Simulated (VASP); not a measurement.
# C (P6_3/mmc) in VASP: notebook, part 2 of 2

VASP 6.6.1.

## Step 3: Relaxation of the atoms, PBEsol (strained cell)

INCAR reads:

```
SYSTEM = C
PREC     = Accurate       ! precision mode
ENCUT    = 520            ! plane-wave cutoff, eV
EDIFF    = 1E-6           ! SCF threshold, eV
ISMEAR   = 0              ! smearing method
SIGMA    = 0.02           ! smearing width, eV
LREAL    = .FALSE.        ! projectors in reciprocal space
LASPH    = .TRUE.         ! aspherical terms in the spheres
NELM     = 80             ! most SCF steps
ALGO     = Normal         ! electronic algorithm
ISIF     = 2              ! what is computed and relaxed
LWAVE    = .FALSE.        ! write WAVECAR
LCHARG   = .FALSE.        ! write CHGCAR
GGA      = PS             ! functional
IBRION   = 2              ! ionic algorithm
NSW      = 60             ! ionic steps
EDIFFG   = -0.002         ! ionic threshold
```

KPOINTS reads:

```
Automatic mesh
0
G
  9 9 6
  0 0 0
```

POSCAR reads:

```
C
1.0
    2.4981173487      0.0000000000      0.0000000000
   -1.2490586743      2.1634330857      0.0000000000
    0.0000000000      0.0000000000      4.2229976381
C
4
Direct
    0.3333333333      0.6666666667     -0.0002601248
    0.6666666667      0.3333333333      0.4997398752
    0.3333333333      0.6666666667      0.3742601248
    0.6666666667      0.3333333333      0.8742601248
```

Potentials or basis: VASP PAW PBE potentials, release 64 (C).

Run with:

```
cat potpaw_PBE.64/C/POTCAR > POTCAR
mpirun -np 1 vasp_std > vasp.out
```

OUTCAR:

```text
SYSTEM = C
   PREC = Accurate
   ENCUT = 520
   EDIFF = 1E-6
   ISMEAR = 0
   LREAL = .FALSE.
   LASPH = .TRUE.
   NELM = 80
   ISIF = 2
   GGA = PS
   IBRION = 2
   NSW = 60
   EDIFFG = -0.002

 ion  position               nearest neighbor table
   1  0.333  0.667  1.000-   4 1.54   4 1.54   4 1.54   3 1.58
   2  0.667  0.333  0.500-   3 1.54   3 1.54   3 1.54   4 1.58
   3  0.333  0.667  0.374-   2 1.54   2 1.54   2 1.54   1 1.58
   4  0.667  0.333  0.874-   1 1.54   1 1.54   1 1.54   2 1.58

  LATTYP: Found a hexagonal cell.
 ALAT       =     2.4981173487
 C/A-ratio  =     1.6904720830

  Lattice vectors:

 A1 = (   2.4981173487,   0.0000000000,   0.0000000000)
 A2 = (  -1.2490586743,   2.1634330857,   0.0000000000)
 A3 = (   0.0000000000,   0.0000000000,   4.2229976381)

Analysis of symmetry for initial positions (statically):
=====================================================================
 Subroutine PRICEL returns:
 Original cell was already a primitive cell.

 Routine SETGRP: Setting up the symmetry group for a
 hexagonal supercell.

 Subroutine GETGRP returns: Found 24 space group operations
 (whereof  6 operations were pure point group operations)
 out of a pool of 24 trial point group operations.

[... 244 lines left out ...]
--------------------------------------- Ionic step        3  -------------------------------------------

 number of electron      16.0000000 magnetization

 Free energy of the ion-electron system (eV)
  ---------------------------------------------------
  ext. energy  EPLUGINS =         0.00000000
  ---------------------------------------------------
  free energy    TOTEN  =       -38.38603656 eV

  energy without entropy =      -38.38603656  energy(sigma->0) =      -38.38603656

 E-fermi :  10.0565     XC(G=0): -13.3988

 val. band max:        9.9024309402   @ k =   0.0000   0.0000   0.0000
 cond. band min:      12.9816692563   @ k =   0.3333   0.3333   0.0000
 fundamental gap:      3.0792383161
 Fermi energy:        10.0564829430

 k-point     1 :       0.0000    0.0000    0.0000
  band No.  band energies     occupation
      1     -11.8429      2.00000
      2      -6.4679      2.00000
      3      -3.7891      2.00000
      4       6.9830      2.00000
      5       6.9830      2.00000
      6       9.4081      2.00000
      7       9.9024      2.00000
      8       9.9024      2.00000
      9      14.7551      0.00000
     10      14.9923      0.00000
     11      14.9923      0.00000
     12      18.3434      0.00000
[... 331 lines left out ...]
 k-point    24 :       0.3333    0.3333    0.1667
  band No.  band energies     occupation
      1      -4.4288      2.00000
      2      -4.4288      2.00000
      3      -1.0547      2.00000
      4      -0.6481      2.00000
      5      -0.6481      2.00000
      6       2.2933      2.00000
      7       3.6316      2.00000
      8       3.6316      2.00000
      9      13.7838      0.00000
     10      19.7477      0.00000
     11      19.7477      0.00000
     12      22.6019      0.00000

 [... further k-points ...]

------------------------ aborting loop because EDIFF is reached ----------------------------------------

  FORCE on cell =-STRESS in cart. coord.  units (eV):
  Direction    XX          YY          ZZ          XY          YZ          ZX
  --------------------------------------------------------------------------------------
  -------------------------------------------------------------------------------------
  Total        0.1728911      0.1728911     -2.5630198      0.0000000     -0.0000000      0.0000000
  in kB       12.1368513     12.1368513   -179.9224705      0.0000000     -0.0000000      0.0000000
  external PRESSURE =     -51.8829226 kB  Pullay stress =       0.0000000 kB
[... 19 lines left out ...]
  FREE ENERGIE OF THE ION-ELECTRON SYSTEM (eV)
  ---------------------------------------------------
  free  energy   TOTEN  =       -38.3860365642 eV

  energy  without entropy=      -38.3860365642  energy(sigma->0) =      -38.38603656

 reached required accuracy - stopping structural energy minimisation
```

Run time: 32 s. Hardware: 1 thread of Intel Xeon 8259CL, shared host; peak memory 0.13 GiB.

Results:

```
Free energy               : -38.3860 eV
Energy gained by relaxing : 0.0 meV/atom
Ionic steps               : 3
Pressure after relaxing   : -5.2 GPa
Band gap on the k mesh    : 3.08 eV (least direct gap 4.85 eV)
```

Final structure:
```
CELL_PARAMETERS angstrom
2.49812 0.00000 0.00000
-1.24906 2.16343 0.00000
0.00000 0.00000 4.22300
ATOMIC_POSITIONS crystal
C 0.33333 0.66667 0.99979
C 0.66667 0.33333 0.49979
C 0.33333 0.66667 0.37421
C 0.66667 0.33333 0.87421
```

Levels at points of the mesh, in eV from the valence-band top:
| k point | band 6 | band 7 | band 8 | band 9 | band 10 | band 11 |
| --- | --- | --- | --- | --- | --- | --- |
| (0.00, 0.00, 0.00) | -0.49 | 0.00 | 0.00 | 4.85 | 5.09 | 5.09 |
| (0.00, 0.00, 0.50) | -1.74 | -1.74 | -1.74 | 7.27 | 7.27 | 7.27 |

Caveat: the cell differs from its parent crystal (strained cell); the PAW data sets were made with another functional, which shifts forces and pressure a little; an odd mesh through Γ misses points on the zone boundary, where band edges can lie.

## Step 4: Relaxation of the atoms, PBEsol (strained cell)

INCAR reads:

```
SYSTEM = C
PREC = Accurate ; ENCUT = 520
EDIFF = 1E-6 ; ISMEAR = 0
SIGMA = 0.02 ; LREAL = .FALSE.
LASPH = .TRUE. ; NELM = 80
ALGO = Normal ; ISIF = 2
LWAVE = .FALSE. ; LCHARG = .FALSE.
GGA = PS ; IBRION = 2
NSW = 60 ; EDIFFG = -0.002
```

KPOINTS reads:

```
regular mesh
0
G
  9 9 6
  0 0 0
```

Edit POSCAR of step 3 so:

```diff
@@ -2,4 +2,4 @@
 1.0
-    2.4981173487      0.0000000000      0.0000000000
-   -1.2490586743      2.1634330857      0.0000000000
+    2.4982678403      0.0000000000      0.0000000000
+   -1.2491339201      2.1635634152      0.0000000000
     0.0000000000      0.0000000000      4.2229976381
```

Run with:

```
cat potpaw_PBE.64/C/POTCAR > POTCAR
mpirun -np 1 vasp_std > vasp.out
```

Run time: 32 s. Hardware: 1 thread of Intel Xeon 8259CL, shared host; peak memory 0.13 GiB.

Results (log left out):

- Free energy: -38.3861 eV
- Energy gained by relaxing: 0.0 meV/atom
- Ionic steps: 3
- Pressure after relaxing: -5.2 GPa
- Band gap on the k mesh: 3.08 eV (least direct gap 4.85 eV)

Stress tensor (GPa, compression positive):
```
  1.13   0.00   0.00
  0.00   1.13   0.00
  0.00   0.00 -17.99
```

Final structure:
```
C
1.0
     2.49827    0.00000    0.00000
    -1.24913    2.16356    0.00000
     0.00000    0.00000    4.22300
C
4
Direct
  0.33333 0.66667 0.99978
  0.66667 0.33333 0.49978
  0.33333 0.66667 0.37422
  0.66667 0.33333 0.87422
```

Levels at points of the mesh, in eV from the valence-band top:
```tsv
k point	band 6	band 7	band 8	band 9	band 10	band 11
(0.00, 0.00, 0.00)	-0.49	0.00	0.00	4.85	5.09	5.09
(0.00, 0.00, 0.50)	-1.74	-1.74	-1.74	7.27	7.27	7.27
```

Caveat: the cell differs from its parent crystal (strained cell); the PAW data sets were made with another functional, which shifts forces and pressure a little; an odd mesh through Γ misses points on the zone boundary, where band edges can lie.

## Step 5: Relaxation of the atoms, PBEsol (strained cell)

INCAR reads:

```
SYSTEM = C
  ALGO = Normal
  EDIFF = 1E-6
  EDIFFG = -0.002
  ENCUT = 520
  GGA = PS
  IBRION = 2
  ISIF = 2
  ISMEAR = 0
  LASPH = .TRUE.
  LCHARG = .FALSE.
  LREAL = .FALSE.
  LWAVE = .FALSE.
  NELM = 60
  NSW = 60
  PREC = Accurate
  SIGMA = 0.02
```

KPOINTS reads:

```
k-points
0
G
  9 9 6
  0 0 0
```

POSCAR reads:

```
C
1.0
    2.5643191206      0.0000000000      0.0000000000
   -1.2821595603      2.2207655019      0.0000000000
    0.0000000000      0.0000000000      4.2229976381
C
4
Direct
    0.3333333333      0.6666666667     -0.0002046816
    0.6666666667      0.3333333333      0.4997953184
    0.3333333333      0.6666666667      0.3742046816
    0.6666666667      0.3333333333      0.8742046816
```

Run with:

```
cat potpaw_PBE.64/C/POTCAR > POTCAR
mpirun -np 1 vasp_std > vasp.out
```

Run time: 36 s. Hardware: 1 thread of Intel Xeon 8259CL, shared host; peak memory 0.13 GiB.

Results (log left out):

| Item | Value |
| --- | --- |
| Free energy | -38.2736 eV |
| Energy gained by relaxing | 0.0 meV/atom |
| Ionic steps | 3 |
| Pressure after relaxing | -25.6 GPa |
| Band gap on the k mesh | 3.30 eV (least direct gap 4.70 eV) |

Stress tensor (GPa, compression positive):
```
-29.61   0.00   0.00
  0.00 -29.61   0.00
  0.00   0.00 -17.70
```

Final structure:
```
C
1.0
     2.56432    0.00000    0.00000
    -1.28216    2.22077    0.00000
     0.00000    0.00000    4.22300
C
4
Direct
  0.33333 0.66667 0.99959
  0.66667 0.33333 0.49959
  0.33333 0.66667 0.37441
  0.66667 0.33333 0.87441
```

Levels at points of the mesh, in eV from the valence-band top:
```
           k point  band 5  band 6  band 7  band 8  band 9  band 10  band 11  band 12
(0.00, 0.00, 0.00)   -3.03   -0.43    0.00    0.00    4.70     4.70     5.40     7.15
(0.00, 0.00, 0.50)   -1.82   -1.82   -1.82   -1.82    6.92     6.92     6.92     7.02
```

Caveat: the cell differs from its parent crystal (strained cell); the PAW data sets were made with another functional, which shifts forces and pressure a little; an odd mesh through Γ misses points on the zone boundary, where band edges can lie.

## Step 6: Summary

```tsv
cell	gap on the mesh (eV)	pressure (GPa)
atoms relaxed from a = 2.499, b = 2.499, c = 4.223 Å, angles 90.0, 90.0, 120.0°, 4 atoms	3.08	-5.6
atoms relaxed from a = 2.498, b = 2.498, c = 4.223 Å, angles 90.0, 90.0, 120.0°, 4 atoms	3.08	-5.2
atoms relaxed from a = 2.564, b = 2.564, c = 4.223 Å, angles 90.0, 90.0, 120.0°, 4 atoms	3.30	-25.6
```

Alike in all rows: task relaxation of the atoms; level PBEsol; potentials or basis VASP PAW PBE potentials, release 64 (C); no spin polarisation; k mesh 9 × 9 × 6; cutoff (eV) 520; smearing gaussian 0.02 eV.

Caveats: the PAW data sets were made with another functional, which shifts forces and pressure a little; an odd mesh through Γ misses points on the zone boundary, where band edges can lie.

Total energies depend on the potentials used, so only differences within one code and one set of settings carry meaning.
